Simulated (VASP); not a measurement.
Crystal: TiSi2.

```
Ti Si
1.0
     1.78833   -6.84823    0.00000
     1.78833    6.84823    0.00000
     0.00000    0.00000    3.61209
Ti Si
2 4
Cartesian
  1.7883 5.4359 0.9030
  1.7883 -5.4359 2.7091
  1.7883 -3.4284 0.9030
  1.7883 3.4284 2.7091
  1.7883 0.7978 0.9030
  1.7883 -0.7978 2.7091
```

Base run:

| Property | Result |
| --- | --- |
| Program | VASP 6.6.1 |
| Functional | LDA |
| Potentials or basis | VASP PAW LDA potentials, release 64 (Ti_sv, Si) |
| Cutoff | 520 eV |
| k mesh | 8 × 8 × 8 |
| Occupations | fermi-dirac, width 0.05 eV |
| Spin | no spin polarisation |

Its results: band gap on the k mesh zero (bands 20 and 21 overlap by 0.97 eV); pressure -10.0 GPa; largest force 0.139 eV/Å.

The run is repeated on the same cell with these changes: functional from LDA to r2SCAN; potentials or basis from VASP PAW LDA potentials, release 64 (Ti_sv, Si) to VASP PAW PBE potentials, release 64 (Ti_sv, Si). What comes out?

Band gap on the k mesh zero (bands 20 and 21 overlap by 0.99 eV); pressure -5.2 GPa; largest force 0.127 eV/Å.

Caveats: the cell stands under tension; the PAW data sets were made with another functional, which shifts forces and pressure a little (at least some runs).
